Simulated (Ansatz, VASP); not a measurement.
## Mg3B in VASP and in Ansatz

Contents of INCAR:

```
SYSTEM = Mg3B
PREC = Accurate
ENCUT = 600
EDIFF = 1E-6
ISMEAR = 0
SIGMA = 0.1
LREAL = .FALSE.
LASPH = .TRUE.
NELM = 80
ALGO = Normal
ISIF = 3
LWAVE = .FALSE.
LCHARG = .FALSE.
GGA = PE
IBRION = 2
NSW = 100
EDIFFG = -0.01
```

KPOINTS

```
Automatic mesh
0
G
  12 12 12
  0 0 0
```

File POSCAR:

```
Mg3B
1.0
    4.0474854100      0.0000000000      0.0000000000
    0.0000000000      4.0474854100      0.0000000000
    0.0000000000      0.0000000000      4.0474854100
Mg B
3 1
Direct
    0.0000000000      0.5000000000      0.5000000000
    0.5000000000      0.0000000000      0.5000000000
    0.5000000000      0.5000000000      0.0000000000
    0.0000000000      0.0000000000      0.0000000000
```

Input for Ansatz:

```yaml
crystal:
  lattice:
    - [4.04748541, 0.0, 0.0]
    - [0.0, 4.04748541, 0.0]
    - [0.0, 0.0, 4.04748541]
  atoms:
    - { symbol: Mg, position: [0.0, 0.5, 0.5] }
    - { symbol: Mg, position: [0.5, 0.0, 0.5] }
    - { symbol: Mg, position: [0.5, 0.5, 0.0] }
    - { symbol: B, position: [0.0, 0.0, 0.0] }
basis:
  ecutwfc: 420
kpoints:
  mp_grid: { grid: [12, 12, 12] }
hamiltonian:
  xc: pbe
scf:
  occupations: { method: gaussian, width: 0.1 }
output:
  forces: true
  stress: true
  eigenvalues: true
relax:
  adjacent_minimum: "off"
  f_tol: 0.01
  max_steps: 80
  cell: { stress_tol: 0.05 }
```

Alike in both runs: task relaxation of cell and atoms; functional PBE; k mesh 12 × 12 × 12; occupations gaussian, width 0.1 eV; no spin polarisation.

```csv
,VASP,Ansatz
version,VASP 6.6.1,Ansatz 0.2.0
potentials or method,"VASP PAW PBE potentials, release 64 (Mg, B), cutoff 600 eV","scalar-relativistic, plane waves, PAW"
valence electrons in the cell,9,33
```

Ansatz gave:

| Quantity | Value |
| --- | --- |
| gap on the k mesh at the Fermi level, each at its own relaxed structure (eV) | none |
| relaxed volume (Å³/atom) | 16.53 |
| relaxed cell length with the largest relative difference (Å) | 4.044 |

Which values does VASP return?

gap on the k mesh at the Fermi level, each at its own relaxed structure (eV): none; relaxed volume (Å³/atom): 16.51; relaxed cell length with the largest relative difference (Å): 4.042.

A gap of «none» marks a metal or a gap that the smearing closes. VASP's potentials hold 9 valence electrons a cell and Ansatz's 33, so a difference there can come from the potentials and not from the codes.

Noted on VASP's run: too few bands were computed for a metal, which touches its energy and stress.
